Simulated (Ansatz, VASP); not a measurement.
Sb in VASP and in Ansatz

Contents of POSCAR:

```
Sb
1.0
    3.1172920620      0.0000000000      0.0000000000
    0.0000000000      3.1172920620      0.0000000000
    0.0000000000      0.0000000000      3.1172920620
Sb
1
Direct
    0.0000000000      0.0000000000      0.0000000000
```

The input INCAR.step1:

```
SYSTEM = Sb
PREC     = Accurate       ! precision mode
ENCUT    = 520            ! plane-wave cutoff, eV
EDIFF    = 1E-5           ! SCF threshold, eV
ISMEAR   = -1             ! smearing method
SIGMA    = 0.05           ! smearing width, eV
LREAL    = .FALSE.        ! projectors in reciprocal space
LASPH    = .TRUE.         ! aspherical terms in the spheres
NELM     = 100            ! most SCF steps
ALGO     = Normal         ! electronic algorithm
ISIF     = 2              ! what is computed and relaxed
LWAVE    = .TRUE.         ! write WAVECAR
LCHARG   = .FALSE.        ! write CHGCAR
NBANDS   = 8              ! bands
GGA      = PE             ! functional
```

Contents of INCAR.step2:

```
SYSTEM = Sb
PREC     = Accurate       ! precision mode
ENCUT    = 520            ! plane-wave cutoff, eV
EDIFF    = 1E-6           ! SCF threshold, eV
ISMEAR   = -1             ! smearing method
SIGMA    = 0.05           ! smearing width, eV
LREAL    = .FALSE.        ! projectors in reciprocal space
LASPH    = .TRUE.         ! aspherical terms in the spheres
NELM     = 100            ! most SCF steps
ALGO     = Normal         ! electronic algorithm
ISIF     = 2              ! what is computed and relaxed
LWAVE    = .FALSE.        ! write WAVECAR
LCHARG   = .FALSE.        ! write CHGCAR
METAGGA  = R2SCAN         ! meta-GGA
LHFCALC  = .TRUE.         ! exact exchange
AEXX     = 0.25           ! exact-exchange fraction
LMIXTAU  = .TRUE.       
PRECFOCK = Normal       
NBANDS   = 8              ! bands
ISTART   = 1
```

The input KPOINTS:

```
Automatic mesh
0
G
  4 4 4
  0 0 0
```

Contents of input.yaml:

```yaml
crystal:
  lattice:
    - [3.117292062, 0.0, 0.0]
    - [0.0, 3.117292062, 0.0]
    - [0.0, 0.0, 3.117292062]
  atoms:
    - { symbol: Sb, position: [0.0, 0.0, 0.0] }
hamiltonian:
  xc: r2scan0
  pseudopotentials: { kind: paw }
kpoints:
  mp_grid: { grid: [4, 4, 4] }
scf:
  occupations: { method: fermi_dirac, width: 0.05 }
output:
  forces: true
  stress: true
  eigenvalues: true
  write_density: true
  write_potential: true
  elf: true
  volumetric_format: npy
```

Alike in both runs: task single point; functional r2SCAN0; k mesh 4 × 4 × 4; occupations fermi-dirac, width 0.05 eV; no spin polarisation.

|  | VASP | Ansatz |
| --- | --- | --- |
| version | VASP 6.6.1 | Ansatz 0.2.0 |
| potentials or method | VASP PAW PBE potentials, release 64 (Sb) | Ansatz PAW |
| plane-wave cutoff (eV) | 520 | 500 |
| valence electrons in the cell | 5 | 15 |

Ansatz gave:

```
gap on the k mesh at the Fermi level (eV) : none
pressure (GPa)                            : -4.4
```

Question: What did VASP give for the same quantities?

Answer: gap on the k mesh at the Fermi level (eV): none; pressure (GPa): -5.5.

VASP's potentials were made for PBE, not for r2SCAN0. A gap of «none» marks a metal or a gap that the smearing closes. The functional is the same, so the differences come from potentials, cutoffs and numerics. VASP's potentials hold 5 valence electrons a cell and Ansatz's 15, so a difference there can come from the potentials and not from the codes.

The k mesh is coarse, so the values compare programs but aren't converged. Neither program's run includes spin-orbit coupling.
